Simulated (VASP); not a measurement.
Crystal: Hf2F3.

```
CELL_PARAMETERS angstrom
3.72041 0.00000 0.00000
-1.86021 3.22197 0.00000
0.00000 0.00000 5.78835
ATOMIC_POSITIONS crystal
Hf 0.33333 0.66667 0.24500
Hf 0.66667 0.33333 0.75500
F 0.00000 0.00000 0.00000
F 0.33333 0.66667 0.64500
F 0.66667 0.33333 0.35500
```

| Quantity | Value |
| --- | --- |
| Program | VASP 6.6.1 |
| Task | relaxation of cell and atoms |
| Functional | PBE |
| Potentials or basis | VASP PAW PBE potentials, release 64 (Hf_pv, F) |
| Cutoff | 600 eV |
| k mesh | 6 × 6 × 4 |
| Occupations | gaussian, width 0.1 eV |
| Spin | no spin polarisation |

At the start: pressure 2.7 GPa; volume 13.88 Å³/atom.

Question: How do energy, volume and symmetry change on relaxing?

Answer: Over 26 steps the energy falls by 284.2 meV/atom and the volume is 14.24 Å³/atom (+2.6 %); space group P-3m1 (No. 164, to 0.1 Å) before and after.

Step by step:
| step | energy change (eV) | largest force (eV/Å) | pressure (GPa) | volume (Å³) |
| --- | --- | --- | --- | --- |
| 1 | 0.0000 | 2.3413 | 2.73 | 69.39 |
| 2 | -0.4812 | 1.7748 | -2.82 | 71.79 |
| 3 | -0.7318 | 1.7538 | -5.91 | 79.28 |
| 4 | -0.9071 | 1.1828 | -6.28 | 75.00 |
| 5 | -0.9496 | 0.2850 | -6.61 | 77.41 |
| 6 | -0.9715 | 0.4749 | -6.67 | 76.38 |
| 7 | -0.9714 | 2.6936 | 4.34 | 69.95 |
| 8 | -1.1135 | 0.8894 | -1.67 | 72.93 |
| 9 | -1.3092 | 0.4104 | 0.82 | 69.74 |
| 10 | -1.3612 | 0.2544 | 3.64 | 67.24 |
| 11 | -1.3882 | 0.3075 | -1.77 | 70.02 |
| 12 | -1.3956 | 0.2550 | -0.12 | 69.07 |
| 13 | -1.4002 | 0.1130 | -0.09 | 69.17 |
| 14 | -1.4003 | 0.1282 | -0.08 | 69.18 |
| 15 | -1.4025 | 0.1135 | 0.17 | 69.12 |
| 16 | -1.4068 | 0.0654 | 0.97 | 68.96 |
| 17 | -1.4031 | 0.0967 | 2.79 | 68.60 |
| 18 | -1.4076 | 0.0540 | 1.47 | 68.86 |
| 19 | -1.4082 | 0.0493 | 1.44 | 68.91 |
| 20 | -1.4100 | 0.0328 | 1.35 | 69.06 |
| 21 | -1.4131 | 0.0074 | 1.17 | 69.36 |
| 22 | -1.4175 | 0.0579 | 0.83 | 69.96 |
| 23 | -1.4187 | 0.1582 | 0.36 | 71.15 |
| 24 | -1.4194 | 0.1264 | 0.52 | 70.72 |
| 25 | -1.4206 | 0.0867 | 0.21 | 70.94 |
| 26 | -1.4211 | 0.0384 | -0.14 | 71.20 |

Final structure:
```
Hf F
1.0
     3.48613    0.00000    0.00000
    -1.74306    3.01908    0.00000
     0.00000    0.00000    6.76464
Hf F
2 3
Direct
  0.33333 0.66667 0.17513
  0.66667 0.33333 0.82487
  0.00000 0.00000 0.00000
  0.33333 0.66667 0.63729
  0.66667 0.33333 0.36271
```

Caveat: a cell axis changed by over 15 % at a fixed basis, so the end point is rough; an odd number of electrons without spin polarisation forces a metal; a magnetic or distorted state may lie lower.
